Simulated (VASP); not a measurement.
The system is Pb.

```
CELL_PARAMETERS angstrom
0.00000 3.50645 3.50645
3.50645 0.00000 3.50645
3.50645 3.50645 0.00000
ATOMIC_POSITIONS crystal
Pb 0.25000 0.25000 0.25000
Pb 0.00000 0.00000 0.00000
```

Base run:

| Quantity | Value |
| --- | --- |
| Program | VASP 6.6.1 |
| Functional | LDA |
| Potentials or basis | VASP PAW LDA potentials, release 64 (Pb_d) |
| Cutoff | 520 eV |
| k mesh | 7 × 7 × 7 |
| Occupations | fermi-dirac, width 0.05 eV |
| Spin | no spin polarisation |

Its results: band gap on the k mesh zero (band 14 reaches 3.91 eV, above the bottom of band 15 at 2.89 eV); pressure -2.2 GPa.

The run is repeated on the same cell with these changes: functional from LDA to PBEsol; potentials or basis from VASP PAW LDA potentials, release 64 (Pb_d) to VASP PAW PBE potentials, release 64 (Pb_d). What comes out?

Band gap on the k mesh zero (band 14 reaches 4.04 eV, above the bottom of band 15 at 3.01 eV); pressure -1.3 GPa.

Caveats: spin-orbit coupling is left out, which moves the levels of the heavy elements; the PAW data sets were made with another functional, which shifts forces and pressure a little (some runs).
